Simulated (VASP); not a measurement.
ZrB:

```
CELL_PARAMETERS angstrom
0.00000 2.29358 2.29358
2.29358 0.00000 2.29358
2.29358 2.29358 0.00000
ATOMIC_POSITIONS crystal
Zr 0.00000 0.00000 0.00000
B 0.50000 0.50000 0.50000
```

Base run:

| Quantity | Value |
| --- | --- |
| Program | VASP 6.6.1 |
| Functional | r2SCAN |
| Potentials or basis | VASP PAW PBE potentials, release 64 (Zr_sv, B) |
| Cutoff | 520 eV |
| k mesh | 10 × 10 × 10 |
| Occupations | fermi-dirac, width 0.05 eV |
| Spin | no spin polarisation |

Its results: pressure 49.3 GPa.

**Question.** The run is repeated on the same cell with these changes: functional from r2SCAN to PBE0; k mesh from 10 × 10 × 10 to 6 × 6 × 6. What comes out?

**Answer.** Pressure 46.5 GPa.

Several settings changed at once, so the effect can't be laid on one alone.

Caveats: some runs use coarse meshes; the PAW data sets were made with another functional, which shifts forces and pressure a little.
